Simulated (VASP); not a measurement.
# Al3InAs4 (P1) in VASP: a series of runs

The runs below take Al3InAs4 through single point, relaxation of volume and atoms at fixed shape, with PBEsol.

Everything below comes from runs of VASP 6.6.1. Logs are shortened: lines on timing, memory, paths and dates and some standing lists are left out, and cuts for length are marked.

### 1 The cell of the first run

The typed cell holds 64 atoms: a = 11.545 Å, b = 11.545 Å, c = 11.545 Å, α = 90.00°, β = 90.00°, γ = 90.00°.

### 2 Single point, PBEsol

Contents of INCAR:

```
SYSTEM = Al3InAs4
  PREC = Accurate
  ENCUT = 500
  EDIFF = 1E-6
  ISMEAR = -1
  SIGMA = 0.05
  LREAL = Auto
  LASPH = .True.
  NELM = 120
  ALGO = Normal
  ISIF = 2
  LWAVE = .False.
  LCHARG = .True.
  GGA = PS
  LELF = .True.
  LVHAR = .True.
  ISYM = -1
  NBANDS = 206
  GGA_COMPAT = .False.
```

Contents of KPOINTS:

```
explicit points
1
Reciprocal
  0.25000000   0.25000000   0.25000000 1
```

Contents of POSCAR:

```
Al3InAs4
1.0
   11.5446191345      0.0000000000      0.0000000000
    0.0000000000     11.5446191345      0.0000000000
    0.0000000000      0.0000000000     11.5446191345
Al In As
24 8 32
Direct
    0.0003310000      0.0060600000      0.0016710000
    0.0016720000      0.4940490000      0.9984300000
    0.0015290000      0.4973490000      0.5002340000
    0.4991060000      0.9998970000      0.5039390000
    0.4970110000      0.4947730000      0.9930810000
    0.4975800000      0.4996550000      0.5053020000
    0.2460620000      0.2512070000      0.9978670000
    0.2499250000      0.2513430000      0.5014690000
    0.2515730000      0.7466140000      0.4999960000
    0.7536570000      0.2494390000      0.9954960000
    0.7496810000      0.2499520000      0.5040540000
    0.7484100000      0.7498330000      0.5020230000
    0.2460910000      0.0017840000      0.2524190000
    0.2519160000      0.0029520000      0.7480640000
    0.2453130000      0.4969380000      0.2505800000
    0.2512880000      0.4955500000      0.7470490000
    0.7548480000      0.0021940000      0.2523120000
    0.7476410000      0.0027430000      0.7476090000
    0.7476460000      0.4951660000      0.7471080000
    0.0016810000      0.2501870000      0.2481360000
    0.9994990000      0.2517330000      0.7517710000
    0.0020810000      0.7496030000      0.2524250000
    0.4997820000      0.2513020000      0.7478610000
    0.4992710000      0.7471580000      0.7440250000
    0.0013140000      0.0033700000      0.4993260000
    0.5010740000      0.0051890000      0.9966800000
    0.2496980000      0.7472410000      0.0006610000
    0.7527090000      0.7506610000      0.9992690000
    0.7551770000      0.4989260000      0.2517200000
    0.0013510000      0.7484160000      0.7497210000
    0.4981320000      0.2512700000      0.2525400000
    0.5000730000      0.7497540000      0.2573760000
    0.1262990000      0.1270500000      0.1262080000
    0.1306510000      0.1336280000      0.6320370000
    0.1159450000      0.6169150000      0.1300060000
    0.1315890000      0.6174040000      0.6195200000
    0.6390330000      0.1273600000      0.1255480000
    0.6235920000      0.1264830000      0.6257110000
    0.6164170000      0.6165170000      0.1181210000
    0.6253060000      0.6233830000      0.6239500000
    0.3667820000      0.3797730000      0.1180340000
    0.3758260000      0.3733490000      0.6247620000
    0.3705940000      0.8830240000      0.1323300000
    0.3734770000      0.8735040000      0.6245900000
    0.8820480000      0.3672180000      0.1178290000
    0.8761430000      0.3737870000      0.6249170000
    0.8839640000      0.8814650000      0.1321870000
    0.8639140000      0.8758340000      0.6247540000
    0.3676670000      0.1183380000      0.3827500000
    0.3689440000      0.1342360000      0.8680610000
    0.3683050000      0.6149230000      0.3812040000
    0.3794710000      0.6183870000      0.8655010000
    0.8704580000      0.1351330000      0.3702080000
    0.8750090000      0.1239840000      0.8723080000
    0.8825030000      0.6327310000      0.3841000000
    0.8750480000      0.6089450000      0.8737050000
    0.1239590000      0.3719560000      0.3753500000
    0.1256740000      0.3755560000      0.8731270000
    0.1314870000      0.8681810000      0.3716020000
    0.1254380000      0.8888270000      0.8755930000
    0.6253000000      0.3770900000      0.3901860000
    0.6252430000      0.3713680000      0.8734070000
    0.6327710000      0.8835680000      0.3829320000
    0.6234640000      0.8737000000      0.8605780000
```

Potentials or basis: VASP PAW PBE potentials, release 64 (Al, In_d, As).

Command:

```console
$ cat potpaw_PBE.64/Al/POTCAR potpaw_PBE.64/In_d/POTCAR potpaw_PBE.64/As/POTCAR > POTCAR
$ mpirun -np 1 vasp_std > vasp.out
```

OUTCAR:

```text
SYSTEM = Al3InAs4
   PREC = Accurate
   ENCUT = 500
   EDIFF = 1E-6
   ISMEAR = -1
   LREAL = Auto
   LASPH = .True.
   NELM = 120
   ISIF = 2
   GGA = PS
   ISYM = -1

 ion  position               nearest neighbor table
   1  0.000  0.006  0.002-  60 2.46  33 2.48  47 2.48  54 2.49
   2  0.002  0.494  0.998-  45 2.44  56 2.44  58 2.45  35 2.46
   3  0.002  0.497  0.500-  36 2.46  55 2.48  57 2.48  46 2.49
   4  0.499  1.000  0.504-  49 2.48  63 2.48  44 2.48  38 2.49
   5  0.497  0.495  0.993-  39 2.44  52 2.46  41 2.47  62 2.48
   6  0.498  0.500  0.505-  61 2.44  42 2.45  51 2.46  40 2.47
[... 56 lines left out ...]
  63  0.633  0.884  0.383-  12 2.46  17 2.48   4 2.48  32 2.61
  64  0.623  0.874  0.861-  18 2.44  24 2.45  26 2.60  28 2.61

IMPORTANT INFORMATION: All symmetrisations will be switched off!
NOSYMM: (Re-)initialisation of all symmetry stuff for point group C_1.

----------------------------------------------------------------------------------------

                                     Primitive cell

  volume of cell :    1538.6464

  direct lattice vectors                    reciprocal lattice vectors
    11.544619134  0.000000000  0.000000000     0.086620441  0.000000000  0.000000000
     0.000000000 11.544619134  0.000000000     0.000000000  0.086620441  0.000000000
     0.000000000  0.000000000 11.544619134     0.000000000  0.000000000  0.086620441

  length of vectors
    11.544619134 11.544619134 11.544619134     0.086620441  0.086620441  0.086620441

  position of ions in fractional coordinates (direct lattice)
     0.000331000  0.006060000  0.001671000
     0.001672000  0.494049000  0.998430000
     0.001529000  0.497349000  0.500234000
     0.499106000  0.999897000  0.503939000
     0.497011000  0.494773000  0.993081000
     0.497580000  0.499655000  0.505302000
[... 56 lines left out ...]
     0.632771000  0.883568000  0.382932000
     0.623464000  0.873700000  0.860578000

  ion indices of the primitive-cell ions
   primitive index   ion index
                 1           1
                 2           2
                 3           3
                 4           4
                 5           5
                 6           6
[... 56 lines left out ...]
                63          63
                64          64

----------------------------------------------------------------------------------------

 KPOINTS: explicit points

Read explicit list of k-points.

 Found      1 k-points:

 Following reciprocal coordinates:
            Coordinates               Weight
  0.250000  0.250000  0.250000      1.000000
   k-points           NKPTS =      1   k-points in BZ     NKDIM =      1   number of bands    NBANDS=    206
   number of dos      NEDOS =    301   number of ions     NIONS =     64
   total plane-waves  NPLWV = 592704
   dimension x,y,z NGX =    84 NGY =   84 NGZ =   84
   dimension x,y,z NGXF=   168 NGYF=  168 NGZF=  168
   ions per type =              24   8  32
   NGX,Y,Z   is equivalent  to a cutoff of  12.10, 12.10, 12.10 a.u.
   NGXF,Y,Z  is equivalent  to a cutoff of  24.19, 24.19, 24.19 a.u.
 SYSTEM =  Al3InAs4
   PREC   = accura    normal or accurate (medium, high low for compatibility)
   ISTART =      0    job   : 0-new  1-cont  2-samecut
   ICHARG =      2    charge: 1-file 2-atom 10-const
   ISPIN  =      1    spin polarized calculation?
   LNONCOLLINEAR =      F non collinear calculations
   LSORBIT =      F    spin-orbit coupling
   LASPH  =      T    aspherical Exc in radial PAW
   ENCUT  =  500.0 eV  36.75 Ry    6.06 a.u.  21.05 21.05 21.05*2*pi/ulx,y,z
   NELM   =    120;   NELMIN=  2; NELMDL= -5     # of ELM steps
   EDIFF  = 0.1E-05   stopping-criterion for ELM
   LREAL  =      T    real-space projection
   EDIFFG = 0.1E-04   stopping-criterion for IOM
   NSW    =      0    number of steps for IOM
   IBRION =     -1    ionic relax: 0-MD 1-quasi-New 2-CG
   NFREE  =      0    steps in history (QN), initial steepest desc. (CG)
   ISIF   =      2    stress and relaxation
   ISYM   =     -1    0-nonsym 1-usesym 2-fastsym
   POTIM  = 0.5000    time-step for ionic-motion
   TEBEG  =    0.0;   TEEND  =   0.0 temperature during run
   PSTRESS=    0.0 pullay stress
   NELECT =     336.0000    total number of electrons
   NUPDOWN=      -1.0000    fix difference up-down
   EMIN   =  10.00;   EMAX   =-10.00  energy-range for DOS
   EFERMI =   0.00;   METHOD = LEGACY
   ISMEAR =    -1;   SIGMA  =   0.05  broadening in eV -4-tet -1-fermi 0-gaus
   EFERMI_NEDOS =   21; number of points for ismear=-14 and -15
   IALGO  =     38    algorithm
   IMIX   =      4    mixing-type and parameters
     AMIX     =   0.40;   BMIX     =  1.00
     AMIX_MAG =   1.60;   BMIX_MAG =  1.00
  volume/ion in A,a.u.               =      24.04       162.24
  Fermi-wavevector in a.u.,A,eV,Ry     =   0.985844  1.862976 13.223351  0.971889
  Thomas-Fermi vector in A             =   2.117181
   LORBIT       =      0    0 simple, 1 ext, 2 COOP (PROOUT), +10 PAW based schemes
   GGA     = PS    functional components
   LHFCALC =     F    Hartree Fock is set to
   AEXX    =    0.0000 exact exchange contribution
   IVDW    =     0    specifies the selected vdW correction
   LEPSILON=     F    determine dielectric tensor
   LRPA    =     F    only Hartree local field effects (RPA)
 non-spin polarized calculation
  energy-cutoff  :      500.00
  volume of cell :     1538.65
 maximum number of plane-waves:     39057
 NGX is ok and might be reduce to    84
   NGX = 43   NGY = 43   NGZ = 43

 number of electron     335.9999970 magnetization

 Free energy of the ion-electron system (eV)
  ---------------------------------------------------
  ext. energy  EPLUGINS =         0.00000000
  ---------------------------------------------------
  free energy    TOTEN  =      -308.99634452 eV

  energy without entropy =     -308.99634444  energy(sigma->0) =     -308.99634448

 E-fermi :   4.7159     XC(G=0):  -9.2098

 val. band max:        3.8121893667   @ k =   0.2500   0.2500   0.2500
 cond. band min:       5.6475493789   @ k =   0.2500   0.2500   0.2500
 fundamental gap:      1.8353600122
 Fermi energy:         4.7159219911

 k-point     1 :       0.2500    0.2500    0.2500
  band No.  band energies     occupation
      1     -10.2431      2.00000
      2     -10.2287      2.00000
      3     -10.2083      2.00000
      4     -10.1932      2.00000
      5     -10.1884      2.00000
      6     -10.1837      2.00000
[... 172 lines left out ...]
    179       6.4357      0.00000
    180       6.4936      0.00000
 [bands above 180 left out]

------------------------ aborting loop because EDIFF is reached ----------------------------------------

  FORCE on cell =-STRESS in cart. coord.  units (eV):
  Direction    XX          YY          ZZ          XY          YZ          ZX
  --------------------------------------------------------------------------------------
  -------------------------------------------------------------------------------------
  Total        2.0109015      1.9731288      1.9562846     -5.4357747     -5.3917649     -5.5104380
  in kB        2.0939319      2.0545996      2.0370598     -5.6602186     -5.6143915     -5.7379647
  external PRESSURE =       2.0618637 kB  Pullay stress =       0.0000000 kB

 VOLUME and BASIS-vectors are now :
 -----------------------------------------------------------------------------
  energy-cutoff  :      500.00
  volume of cell :     1538.65
      direct lattice vectors                 reciprocal lattice vectors
    11.544619134  0.000000000  0.000000000     0.086620441  0.000000000  0.000000000
     0.000000000 11.544619134  0.000000000     0.000000000  0.086620441  0.000000000
     0.000000000  0.000000000 11.544619134     0.000000000  0.000000000  0.086620441

 POSITION                                       TOTAL-FORCE (eV/Angst)
 -----------------------------------------------------------------------------------
      0.00382      0.06996      0.01929        -0.003178      0.003899      0.003991
      0.01930      5.70361     11.52649         0.005978      0.011722      0.002939
      0.01765      5.74170      5.77501        -0.008953      0.005677     -0.000396
      5.76199     11.54343      5.81778         0.011138     -0.000999     -0.003405
      5.73780      5.71197     11.46474         0.000421     -0.005979      0.000661
      5.74437      5.76833      5.83352        -0.004076      0.009670     -0.003234
[... 56 lines left out ...]
      7.30510     10.20046      4.42080         0.001753     -0.002699     -0.004256
      7.19765     10.08653      9.93505        -0.009463     -0.010589      0.016581
 -----------------------------------------------------------------------------------
    total drift:                               -0.021857     -0.019893      0.012743

  FREE ENERGIE OF THE ION-ELECTRON SYSTEM (eV)
  ---------------------------------------------------
  free  energy   TOTEN  =      -308.9963445162 eV

  energy  without entropy=     -308.9963444350  energy(sigma->0) =     -308.99634448
```

Wall time 7 min (1 thread of Intel Xeon 6975P-C (Granite Rapids), shared host); peak memory 1.1 GiB.

What came out:

- Free energy: -308.9963 eV
- Pressure: 0.2 GPa
- Largest force: 0.047 eV/Å
- Band gap on the k mesh: 1.84 eV

Forces in eV/Å, atoms in the order of the input:
```
Al  -0.003  0.004  0.004
Al   0.006  0.012  0.003
Al  -0.009  0.006  0.000
Al   0.011 -0.001 -0.003
Al   0.000 -0.006  0.001
Al  -0.004  0.010 -0.003
Al   0.005 -0.002 -0.004
Al   0.002  0.000 -0.007
Al  -0.007  0.008  0.000
Al   0.004 -0.002 -0.004
Al   0.009 -0.007 -0.004
Al   0.003 -0.001 -0.010
Al  -0.012  0.003  0.013
Al   0.006 -0.001  0.005
Al   0.000  0.008  0.004
Al  -0.005 -0.002  0.000
Al  -0.003  0.001  0.005
Al   0.001 -0.001 -0.005
Al  -0.004  0.006 -0.002
Al  -0.005 -0.001  0.011
Al  -0.002 -0.002 -0.002
Al  -0.003  0.004 -0.003
Al   0.008 -0.008  0.006
Al   0.004  0.000  0.002
In   0.000 -0.001 -0.006
In  -0.004  0.000 -0.001
In  -0.007 -0.006  0.014
In   0.009  0.003 -0.005
In   0.000  0.010  0.001
In  -0.001 -0.015  0.004
In   0.006  0.007  0.001
In   0.000  0.003  0.002
As   0.005 -0.005 -0.001
As  -0.012 -0.001 -0.010
As  -0.006 -0.007 -0.010
As   0.013  0.002  0.002
As  -0.009 -0.004  0.010
As  -0.002  0.004 -0.002
As  -0.010  0.014  0.015
As   0.003  0.003 -0.002
As  -0.003 -0.008  0.006
As   0.001 -0.004  0.001
As   0.032 -0.006 -0.034
As  -0.005 -0.001  0.006
As  -0.012 -0.011  0.008
As   0.000 -0.001  0.000
As  -0.001 -0.010 -0.004
As   0.006  0.013  0.014
As  -0.007  0.003 -0.004
As  -0.010  0.004  0.004
As   0.018 -0.020 -0.008
As  -0.009  0.016 -0.004
As   0.003  0.009  0.004
As   0.003  0.003 -0.003
As  -0.005 -0.003 -0.002
As   0.009  0.005  0.005
As   0.001 -0.008 -0.006
As  -0.004  0.002  0.001
As   0.008  0.004  0.007
As   0.008 -0.018 -0.016
As  -0.005  0.007 -0.009
As  -0.008  0.002  0.002
As   0.002 -0.003 -0.004
As  -0.009 -0.011  0.017
```

Stress tensor (GPa, compression positive):
```
 0.21 -0.57 -0.57
-0.57  0.21 -0.56
-0.57 -0.56  0.20
```

Caveat: the PAW data sets were made with another functional, which shifts forces and pressure a little; spin-orbit coupling is left out, which moves the levels of the heavy elements; a shifted mesh leaves out Γ, where band edges can lie. A k mesh can miss the band edges.

(Part 1 of 2 ends here.)
